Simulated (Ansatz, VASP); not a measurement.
**Zr3S2: VASP beside Ansatz**

```
CELL_PARAMETERS angstrom
2.90254 1.67578 3.48777
-2.90254 1.67578 3.48777
0.00000 -3.35156 3.48777
ATOMIC_POSITIONS crystal
Zr 0.83873 0.50000 0.16127
Zr 0.50000 0.16127 0.83873
Zr 0.16127 0.83873 0.50000
S 0.66502 0.66502 0.66502
S 0.33498 0.33498 0.33498
```

Alike in both runs: functional LDA; k mesh 6 × 6 × 6; occupations fermi-dirac, width 0.05 eV; no spin polarisation.

|  | VASP | Ansatz |
| --- | --- | --- |
| version | VASP 6.6.1 | Ansatz 0.2.0 |
| potentials or method | VASP PAW LDA potentials, release 64 (Zr_sv, S) | Ansatz PAW |
| plane-wave cutoff (eV) | 520 | 420 |
| valence electrons in the cell | 48 | 48 |
| task | single point | band structure |

```tsv
	VASP	Ansatz	Ansatz less VASP
gap on the k mesh at the Fermi level (eV)	none	none	-
pressure (GPa)	-7.4	-7.6	-0.16
traceless stress, the component that is largest in VASP (GPa)	-0.43	-0.46	-0.035
rms of the force components (eV/Å)	0.071	0.075	+0.0031
```

LDA's correlation is that of Perdew and Zunger in VASP and of Perdew and Wang (1992) in Ansatz. Atom by atom the forces differ by 0.003 eV/Å (rms over components). A gap of «none» marks a metal or a gap that the smearing closes.
